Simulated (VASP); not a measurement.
A run of VASP 6.6.1 is set up as follows.

The input POSCAR:

```
Y
1.0
    3.6527533273      0.0000000000      0.0000000000
   -1.8263766637      3.1633771752      0.0000000000
    0.0000000000      0.0000000000      5.7390108598
Y
2
Direct
    0.3333333333      0.6666666667      0.2500000000
    0.6666666667      0.3333333333      0.7500000000
```

The input INCAR.step1:

```
PREC     = Accurate       # precision mode
ENCUT    = 520            # plane-wave cutoff, eV
ISMEAR   = 1              # smearing method
SIGMA    = 0.1            # smearing width, eV
LREAL    = F              # projectors in reciprocal space
LASPH    = T              # aspherical terms in the spheres
NELM     = 100            # most SCF steps
NBANDS   = 18             # bands
GGA      = PE             # functional
ALGO     = Normal         # electronic algorithm
EDIFF    = 1E-4           # SCF threshold, eV
LWAVE    = T              # write WAVECAR
LCHARG   = F              # write CHGCAR
```

Contents of INCAR.step2:

```
PREC     = Accurate       # precision mode
ENCUT    = 520            # plane-wave cutoff, eV
EDIFF    = 1E-6           # SCF threshold, eV
ISMEAR   = 1              # smearing method
SIGMA    = 0.1            # smearing width, eV
LREAL    = F              # projectors in reciprocal space
LASPH    = T              # aspherical terms in the spheres
NELM     = 100            # most SCF steps
ALGO     = Normal         # electronic algorithm
ISIF     = 2              # what is computed and relaxed
LWAVE    = F              # write WAVECAR
LCHARG   = F              # write CHGCAR
METAGGA  = R2SCAN         # meta-GGA
LMIXTAU  = T            
NBANDS   = 18             # bands
ISTART   = 1
```

KPOINTS

```
regular mesh
0
Gamma
  6 6 3
```

Potentials or basis: VASP PAW PBE potentials, release 64 (Y_sv).

Launch:

```bash
$ cat potpaw_PBE.64/Y_sv/POTCAR > POTCAR
$ cp INCAR.step1 INCAR
$ mpirun -np 1 vasp_std > vasp.out
$ cp INCAR.step2 INCAR
$ mpirun -np 1 vasp_std > vasp.out
```

(1) What does it give for the pressure?

(2) Estimate the band gap on the k mesh.

Results:

(1) 0.0 GPa.

(2) zero (bands 11 and 12 overlap by 1.24 eV).

Caveat: the k points lie up to 0.36 Å⁻¹ apart, too coarse for converged energies and pressures of a metal; the PAW data sets were made with another functional, which shifts forces and pressure a little.
